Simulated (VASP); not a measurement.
# ZnSe (rocksalt type) (Fm-3m) in VASP: further runs

Runs on ZnSe (rocksalt type). Level: LDA. Tasks: single point.

Program: VASP 6.6.1. These are calculated values, not measurements. Logs are shortened: lines on timing, memory, paths and dates and some standing lists are left out, and cuts for length are marked.

## 1. The cell of the first run

It takes space group Fm-3m (No. 225, cubic). Conventional cell: a = 4.271 Å, b = 4.271 Å, c = 4.271 Å, α = 90.00°, β = 90.00°, γ = 90.00°. Zn (site symmetry m-3m) has 6 Se at 2.14 Å within 2.8 Å. Se (site symmetry m-3m) has 6 Zn at 2.14 Å within 2.8 Å.

## 2. Single point, LDA (volume scaled by 0.55)

Input file INCAR:

```
ALGO = Normal
EDIFF = 1E-6
ENCUT = 520
ISIF = 2
ISMEAR = -1
LASPH = T
LCHARG = F
LREAL = F
LWAVE = F
NBANDS = 16
NELM = 60
PREC = Accurate
SIGMA = 0.1
```

Input file KPOINTS:

```
k-points
0
Gamma
  13 13 13
```

Input file POSCAR:

```
ZnSe
1.0
    0.0000000000      2.1357313582      2.1357313582
    2.1357313582      0.0000000000      2.1357313582
    2.1357313582      2.1357313582      0.0000000000
Zn Se
1 1
Direct
    0.0000000000      0.0000000000      0.0000000000
    0.5000000000      0.5000000000      0.5000000000
```

Potentials or basis: VASP PAW LDA potentials, release 64 (Zn, Se).

Command:

```bash
cat potpaw_LDA.64/Zn/POTCAR potpaw_LDA.64/Se/POTCAR > POTCAR
mpirun -np 1 vasp_std > vasp.out
```

OUTCAR:

```text
EDIFF = 1E-6
   ENCUT = 520
   ISIF = 2
   ISMEAR = -1
   LASPH = T
   LREAL = F
   NELM = 60
   PREC = Accurate

 ion  position               nearest neighbor table
   1  0.000  0.000  0.000-   2 2.14   2 2.14   2 2.14   2 2.14   2 2.14   2 2.14
   2  0.500  0.500  0.500-   1 2.14   1 2.14   1 2.14   1 2.14   1 2.14   1 2.14

  LATTYP: Found a face centered cubic cell.
 ALAT       =     4.2714627164

  Lattice vectors:

 A1 = (   0.0000000000,   2.1357313582,   2.1357313582)
 A2 = (   2.1357313582,   0.0000000000,   2.1357313582)
 A3 = (   2.1357313582,   2.1357313582,   0.0000000000)

Analysis of symmetry for initial positions (statically):
=====================================================================
 Subroutine PRICEL returns:
 Original cell was already a primitive cell.

 Routine SETGRP: Setting up the symmetry group for a
 face centered cubic supercell.

 Subroutine GETGRP returns: Found 48 space group operations
 (whereof 48 operations were pure point group operations)
 out of a pool of 48 trial point group operations.

The static configuration has the point symmetry O_h .

Analysis of symmetry for dynamics (positions and initial velocities):
=====================================================================
 Subroutine PRICEL returns:
 Original cell was already a primitive cell.

 Routine SETGRP: Setting up the symmetry group for a
 face centered cubic supercell.

 Subroutine GETGRP returns: Found 48 space group operations
 (whereof 48 operations were pure point group operations)
 out of a pool of 48 trial point group operations.

The dynamic configuration has the point symmetry O_h .

 Subroutine INISYM returns: Found 48 space group operations
 (whereof 48 operations are pure point group operations),
 and found     1 'primitive' translations

----------------------------------------------------------------------------------------

                                     Primitive cell

  volume of cell :      19.4836

  direct lattice vectors                    reciprocal lattice vectors
     0.000000000  2.135731358  2.135731358    -0.234111841  0.234111841  0.234111841
     2.135731358  0.000000000  2.135731358     0.234111841 -0.234111841  0.234111841
     2.135731358  2.135731358  0.000000000     0.234111841  0.234111841 -0.234111841

  length of vectors
     3.020380252  3.020380252  3.020380252     0.405493603  0.405493603  0.405493603

  position of ions in fractional coordinates (direct lattice)
     0.000000000  0.000000000  0.000000000
     0.500000000  0.500000000  0.500000000

  ion indices of the primitive-cell ions
   primitive index   ion index
                 1           1
                 2           2

----------------------------------------------------------------------------------------

 KPOINTS: k-points

Automatic generation of k-mesh.
 Grid dimensions read from file:
 generate k-points for:   13   13   13

 Generating k-lattice:

  Cartesian coordinates                     Fractional coordinates (reciprocal lattice)
    -0.018008603  0.018008603  0.018008603     0.076923077  0.000000000  0.000000000
     0.018008603 -0.018008603  0.018008603     0.000000000  0.076923077  0.000000000
     0.018008603  0.018008603 -0.018008603     0.000000000  0.000000000  0.076923077

  Length of vectors
     0.031191816  0.031191816  0.031191816

  Shift w.r.t. Gamma in fractional coordinates (k-lattice)
     0.000000000  0.000000000  0.000000000

 Subroutine IBZKPT returns following result:
 ===========================================

 Found     84 irreducible k-points:

 Following reciprocal coordinates:
            Coordinates               Weight
  0.000000  0.000000  0.000000      1.000000
  0.076923  0.000000  0.000000      8.000000
  0.153846  0.000000  0.000000      8.000000
  0.230769  0.000000  0.000000      8.000000
  0.307692  0.000000  0.000000      8.000000
  0.384615  0.000000  0.000000      8.000000
[... 16 lines left out ...]
  0.384615  0.153846  0.000000     24.000000
  0.461538  0.153846  0.000000     24.000000
 [... further k-points ...]
   k-points           NKPTS =     84   k-points in BZ     NKDIM =     84   number of bands    NBANDS=     16
   number of dos      NEDOS =    301   number of ions     NIONS =      2
   total plane-waves  NPLWV =  13824
   dimension x,y,z NGX =    24 NGY =   24 NGZ =   24
   dimension x,y,z NGXF=    48 NGYF=   48 NGZF=   48
   ions per type =               1   1
   NGX,Y,Z   is equivalent  to a cutoff of  13.21, 13.21, 13.21 a.u.
   NGXF,Y,Z  is equivalent  to a cutoff of  26.42, 26.42, 26.42 a.u.
 SYSTEM =  unknown system
   PREC   = accura    normal or accurate (medium, high low for compatibility)
   ISTART =      0    job   : 0-new  1-cont  2-samecut
   ICHARG =      2    charge: 1-file 2-atom 10-const
   ISPIN  =      1    spin polarized calculation?
   LNONCOLLINEAR =      F non collinear calculations
   LSORBIT =      F    spin-orbit coupling
   LASPH  =      T    aspherical Exc in radial PAW
   ENCUT  =  520.0 eV  38.22 Ry    6.18 a.u.   5.62  5.62  5.62*2*pi/ulx,y,z
   NELM   =     60;   NELMIN=  2; NELMDL= -5     # of ELM steps
   EDIFF  = 0.1E-05   stopping-criterion for ELM
   LREAL  =      F    real-space projection
   EDIFFG = 0.1E-04   stopping-criterion for IOM
   NSW    =      0    number of steps for IOM
   IBRION =     -1    ionic relax: 0-MD 1-quasi-New 2-CG
   NFREE  =      0    steps in history (QN), initial steepest desc. (CG)
   ISIF   =      2    stress and relaxation
   ISYM   =      2    0-nonsym 1-usesym 2-fastsym
   POTIM  = 0.5000    time-step for ionic-motion
   TEBEG  =    0.0;   TEEND  =   0.0 temperature during run
   PSTRESS=    0.0 pullay stress
   NELECT =      18.0000    total number of electrons
   NUPDOWN=      -1.0000    fix difference up-down
   EMIN   =  10.00;   EMAX   =-10.00  energy-range for DOS
   EFERMI =   0.00;   METHOD = LEGACY
   ISMEAR =    -1;   SIGMA  =   0.10  broadening in eV -4-tet -1-fermi 0-gaus
   EFERMI_NEDOS =   21; number of points for ismear=-14 and -15
   IALGO  =     38    algorithm
   IMIX   =      4    mixing-type and parameters
     AMIX     =   0.40;   BMIX     =  1.00
     AMIX_MAG =   1.60;   BMIX_MAG =  1.00
  volume/ion in A,a.u.               =       9.74        65.74
  Fermi-wavevector in a.u.,A,eV,Ry     =   1.594443  3.013061 34.589398  2.542249
  Thomas-Fermi vector in A             =   2.692517
   LORBIT       =      0    0 simple, 1 ext, 2 COOP (PROOUT), +10 PAW based schemes
   GGA     = CA    functional components
   LHFCALC =     F    Hartree Fock is set to
   AEXX    =    0.0000 exact exchange contribution
   IVDW    =     0    specifies the selected vdW correction
   LEPSILON=     F    determine dielectric tensor
   LRPA    =     F    only Hartree local field effects (RPA)
 non-spin polarized calculation
  energy-cutoff  :      520.00
  volume of cell :       19.48
 maximum number of plane-waves:       537
   NGX = 11   NGY = 11   NGZ = 11

 number of electron      18.0000004 magnetization

 Free energy of the ion-electron system (eV)
  ---------------------------------------------------
  ext. energy  EPLUGINS =         0.00000000
  ---------------------------------------------------
  free energy    TOTEN  =        -0.65963354 eV

  energy without entropy =       -0.64712849  energy(sigma->0) =       -0.65338102

 E-fermi :  12.8852     XC(G=0): -14.2733

 val. band max:       12.8816270345   @ k =  -0.3846   0.0769   0.0000
 cond. band min:      12.9058605839   @ k =   0.3846   0.3077   0.0000
 fundamental gap:      0.0242335495
 Fermi energy:        12.8852194525

 k-point     1 :       0.0000    0.0000    0.0000
  band No.  band energies     occupation
      1      -8.9494      2.00000
      2       2.2922      2.00000
      3       2.2922      2.00000
      4       2.2922      2.00000
      5       2.3516      2.00000
      6       2.3516      2.00000
[... 8 lines left out ...]
     15      25.8704      0.00000
     16      25.8704      0.00000

 k-point     2 :       0.0769    0.0000    0.0000
  band No.  band energies     occupation
      1      -8.8102      2.00000
      2       2.2454      2.00000
      3       2.2686      2.00000
      4       2.2686      2.00000
      5       2.3399      2.00000
      6       2.3399      2.00000
[... 8 lines left out ...]
     15      24.3342      0.00000
     16      24.3342      0.00000

 k-point     3 :       0.1538    0.0000    0.0000
  band No.  band energies     occupation
      1      -8.3962      2.00000
      2       2.0883      2.00000
      3       2.0964      2.00000
      4       2.0964      2.00000
      5       2.4208      2.00000
      6       2.4208      2.00000
[... 8 lines left out ...]
     15      23.2979      0.00000
     16      24.5740      0.00000

 k-point     4 :       0.2308    0.0000    0.0000
  band No.  band energies     occupation
      1      -7.7197      2.00000
      2       1.7485      2.00000
      3       1.8589      2.00000
      4       1.8589      2.00000
      5       2.5456      2.00000
      6       2.5456      2.00000
[... 8 lines left out ...]
     15      24.0409      0.00000
     16      25.0561      0.00000

 k-point     5 :       0.3077    0.0000    0.0000
  band No.  band energies     occupation
      1      -6.8095      2.00000
      2       1.0560      2.00000
      3       1.6204      2.00000
      4       1.6204      2.00000
      5       2.6827      2.00000
      6       2.6827      2.00000
[... 8 lines left out ...]
     15      25.5770      0.00000
     16      27.0663      0.00000

 k-point     6 :       0.3846    0.0000    0.0000
  band No.  band energies     occupation
      1      -5.7411      2.00000
      2      -0.0738      2.00000
      3       1.4322      2.00000
      4       1.4322      2.00000
      5       2.7999      2.00000
      6       2.7999      2.00000
[... 8 lines left out ...]
     15      27.5088      0.00000
     16      29.3456      0.00000
[... 267 lines left out ...]
 k-point    21 :       0.2308    0.1538    0.0000
  band No.  band energies     occupation
      1      -7.7362      2.00000
      2       1.5109      2.00000
      3       2.0292      2.00000
      4       2.2408      2.00000
      5       2.4180      2.00000
      6       2.5424      2.00000
[... 8 lines left out ...]
     15      26.9587      0.00000
     16      27.3986      0.00000

 k-point    22 :       0.3077    0.1538    0.0000
  band No.  band energies     occupation
      1      -7.0093      2.00000
      2       1.1650      2.00000
      3       1.8120      2.00000
      4       2.0343      2.00000
      5       2.5391      2.00000
      6       2.6993      2.00000
[... 8 lines left out ...]
     15      27.6546      0.00000
     16      28.0604      0.00000

 k-point    23 :       0.3846    0.1538    0.0000
  band No.  band energies     occupation
      1      -6.0878      2.00000
      2       0.6381      2.00000
      3       1.5408      2.00000
      4       1.8020      2.00000
      5       2.6826      2.00000
      6       2.8269      2.00000
[... 8 lines left out ...]
     15      29.2209      0.00000
     16      30.4166      0.00000

 k-point    24 :       0.4615    0.1538    0.0000
  band No.  band energies     occupation
      1      -5.0983      2.00000
      2      -0.1984      2.00000
      3       1.3522      2.00000
      4       1.5981      2.00000
      5       2.8213      2.00000
      6       2.8957      2.00000
[... 8 lines left out ...]
     15      30.6046      0.00000
     16      32.3460      0.00000

 [... further k-points ...]
[... 5 lines left out ...]
  --------------------------------------------------------------------------------------
  -------------------------------------------------------------------------------------
  Total       26.2668695     26.2668695     26.2668695      0.0000000      0.0000000      0.0000000
  in kB     2159.9765227   2159.9765227   2159.9765227      0.0000000      0.0000000      0.0000000
  external PRESSURE =    2159.9765227 kB  Pullay stress =       0.0000000 kB

 VOLUME and BASIS-vectors are now :
 -----------------------------------------------------------------------------
  energy-cutoff  :      520.00
  volume of cell :       19.48
      direct lattice vectors                 reciprocal lattice vectors
     0.000000000  2.135731358  2.135731358    -0.234111841  0.234111841  0.234111841
     2.135731358  0.000000000  2.135731358     0.234111841 -0.234111841  0.234111841
     2.135731358  2.135731358  0.000000000     0.234111841  0.234111841 -0.234111841

 POSITION                                       TOTAL-FORCE (eV/Angst)
 -----------------------------------------------------------------------------------
      0.00000      0.00000      0.00000        -0.000000      0.000000     -0.000000
      2.13573      2.13573      2.13573         0.000000     -0.000000      0.000000
 -----------------------------------------------------------------------------------
    total drift:                                0.000000     -0.000000     -0.000000

  FREE ENERGIE OF THE ION-ELECTRON SYSTEM (eV)
  ---------------------------------------------------
  free  energy   TOTEN  =        -0.6596335420 eV

  energy  without entropy=       -0.6471284887  energy(sigma->0) =       -0.65338102
```

Run time: 35 s. Hardware: 1 thread of AMD EPYC 7R43 (Zen 3), shared host; peak memory 0.11 GiB.

What came out:

```yaml
Free_energy: -0.6596 eV
Pressure: 216.0 GPa
Band_gap_on_the_k_mesh: zero (band 9 reaches 13.13 eV, above the bottom of band 10 at 11.59 eV)
```

Levels at points of the mesh, in eV from the Fermi level:
```tsv
k point	band 5	band 6	band 7	band 8	band 9	band 10	band 11	band 12	band 13	band 14
(0.00, 0.00, 0.00)	-10.53	-10.53	-1.48	-1.48	-1.48	7.61	8.28	8.28	8.28	9.41
```

(Part 1 of 3 ends here.)
